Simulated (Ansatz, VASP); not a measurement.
# ScAl: VASP beside Ansatz

File POSCAR:

```
ScAl
1.0
    3.3703489700      0.0000000000      0.0000000000
    0.0000000000      3.3703489700      0.0000000000
    0.0000000000      0.0000000000      3.3703489700
Sc Al
1 1
Direct
    0.5000000000      0.5000000000      0.5000000000
    0.0333793328      0.0000000000      0.0000000000
```

INCAR.step1

```
SYSTEM = ScAl
PREC     = Accurate       ! precision mode
ENCUT    = 520            ! plane-wave cutoff, eV
ISMEAR   = 0              ! smearing method
SIGMA    = 0.15           ! smearing width, eV
LREAL    = .False.        ! projectors in reciprocal space
LASPH    = .True.         ! aspherical terms in the spheres
NELM     = 100            ! most SCF steps
NBANDS   = 14             ! bands
GGA      = PE             ! functional
ALGO     = Normal         ! electronic algorithm
EDIFF    = 1E-4           ! SCF threshold, eV
LWAVE    = .True.         ! write WAVECAR
LCHARG   = .False.        ! write CHGCAR
```

The input INCAR.step2:

```
SYSTEM = ScAl
PREC     = Accurate       ! precision mode
ENCUT    = 520            ! plane-wave cutoff, eV
EDIFF    = 1E-6           ! SCF threshold, eV
ISMEAR   = 0              ! smearing method
SIGMA    = 0.15           ! smearing width, eV
LREAL    = .False.        ! projectors in reciprocal space
LASPH    = .True.         ! aspherical terms in the spheres
NELM     = 100            ! most SCF steps
ALGO     = Normal         ! electronic algorithm
ISIF     = 2              ! what is computed and relaxed
LWAVE    = .False.        ! write WAVECAR
LCHARG   = .False.        ! write CHGCAR
METAGGA  = R2SCAN         ! meta-GGA
LMIXTAU  = .True.       
NBANDS   = 14             ! bands
ISTART   = 1
```

The input KPOINTS:

```
regular mesh
0
Gamma
  14 14 14
  0 0 0
```

Input for Ansatz:

```yaml
crystal:
  lattice:
    - [3.37034897, 0.0, 0.0]
    - [0.0, 3.37034897, 0.0]
    - [0.0, 0.0, 3.37034897]
  atoms:
    - { symbol: Sc, position: [0.5, 0.5, 0.5] }
    - { symbol: Al, position: [0.0333793328, 0.0, 0.0] }
basis:
  ecutwfc: 500
kpoints:
  mp_grid: { grid: [14, 14, 14] }
hamiltonian:
  xc: r2scan
scf:
  occupations: { method: gaussian, width: 0.15 }
output:
  forces: true
  stress: true
  eigenvalues: true
```

Change from the starting cell: all Al atoms moved +0.113 Å, as atom 2 along Cartesian [1 0 0].

Alike in both runs: task single point; functional r2SCAN; k mesh 14 × 14 × 14; occupations gaussian, width 0.15 eV; no spin polarisation.

|  | VASP | Ansatz |
| --- | --- | --- |
| version | VASP 6.6.1 | Ansatz 0.2.0 |
| potentials or method | VASP PAW PBE potentials, release 64 (Sc_sv, Al), cutoff 520 eV | scalar-relativistic, plane waves, PAW |
| valence electrons in the cell | 14 | 14 |

Ansatz gave:

* gap on the k mesh at the Fermi level (eV): none
* pressure (GPa): 0.3
* traceless stress, the component that is largest in VASP (GPa): -0.15
* rms of the force components (eV/Å): 0.347

Question: Which values does VASP return?

Answer: gap on the k mesh at the Fermi level (eV): none; pressure (GPa): 0.5; traceless stress, the component that is largest in VASP (GPa): -0.15; rms of the force components (eV/Å): 0.350.

VASP's potentials were made for PBE, not for r2SCAN. Atom by atom the forces differ by 0.003 eV/Å (rms over components). A gap of «none» marks a metal or a gap that the smearing closes.
